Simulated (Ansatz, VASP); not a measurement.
Two plane-wave programs on GeCN2

```
Ge C N
1.0
     1.72269    0.99459    4.85882
    -1.72269    0.99459    4.85882
     0.00000   -1.98919    4.85882
Ge C N
1 1 2
Direct
  0.00000 0.00000 0.00000
  0.50000 0.50000 0.50000
  0.41552 0.41552 0.41552
  0.58448 0.58448 0.58448
```

Alike in both runs: task single point; functional LDA; k mesh 12 × 12 × 12; occupations gaussian, width 0.05 eV; no spin polarisation.

|  | VASP | Ansatz |
| --- | --- | --- |
| version | VASP 6.6.1 | Ansatz 0.2.0 |
| potentials or method | VASP PAW LDA potentials, release 64 (Ge_d, C, N), cutoff 520 eV | scalar-relativistic, plane waves, PAW |
| valence electrons in the cell | 28 | 28 |

Ansatz gave:

```
gap on the k mesh at the Fermi level (eV)                     : 0.73
least direct gap on the mesh (eV)                             : 1.44
pressure (GPa)                                                : 0.0
traceless stress, the component that is largest in VASP (GPa) : 0.00
rms of the force components (eV/Å)                            : 0.000
```

**Question.** Estimate VASP's values.

**Answer.** gap on the k mesh at the Fermi level (eV): 0.70; least direct gap on the mesh (eV): 1.38; pressure (GPa): 0.3; traceless stress, the component that is largest in VASP (GPa): 0.91; rms of the force components (eV/Å): 0.062.

LDA's correlation is that of Perdew and Zunger in VASP and of Perdew and Wang (1992) in Ansatz. Atom by atom the forces differ by 0.062 eV/Å (rms over components).

Noted on VASP's run: the standard files for N, O and F lose accuracy on very short bonds.
